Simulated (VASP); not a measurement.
Input of a VASP 6.6.1 run:

INCAR

```
SYSTEM = FeO
PREC = Accurate ; ENCUT = 700
EDIFF = 1E-6 ; ISMEAR = -1
SIGMA = 0.05 ; LREAL = .FALSE.
LASPH = .TRUE. ; NELM = 200
ALGO = Normal ; ISIF = 2
LWAVE = .FALSE. ; LCHARG = .TRUE.
ISPIN = 2 ; MAGMOM = 3 0
LORBIT = 11 ; LMAXMIX = 4
GGA = RE ; LELF = .TRUE.
LVHAR = .TRUE. ; NBANDS = 22
GGA_COMPAT = .FALSE.
```

KPOINTS

```
regular mesh
0
G
  11 11 11
  0 0 0
```

POSCAR

```
FeO
1.0
    0.0000000000      2.1113998987      2.1113998987
    2.1113998987      0.0000000000      2.1113998987
    2.1113998987      2.1113998987      0.0000000000
Fe O
1 1
Direct
    0.0000000000      0.0000000000      0.0000000000
    0.5000000000      0.5000000000      0.5000000000
```

Potentials or basis: VASP PAW PBE potentials, release 64 (Fe_sv, O).

Run with:

```bash
$ cat potpaw_PBE.64/Fe_sv/POTCAR potpaw_PBE.64/O/POTCAR > POTCAR
$ mpirun -np 1 vasp_std > vasp.out
```

(1) Predict the site moments.

(2) Predict the pressure.

(3) What does it give for the band gap on the k mesh?

Results:

(1) Fe +3.48; O +0.31 μB.

(2) 16.0 GPa.

(3) zero (filled and empty bands overlap).

Caveat: the cell stands under pressure; the PAW data sets were made with another functional, which shifts forces and pressure a little; a cell with one magnetic atom can't hold antiferromagnetic order, which such compounds often take; semilocal functionals often make such compounds metallic where correlation or magnetic order opens a gap, which also shifts bond lengths.
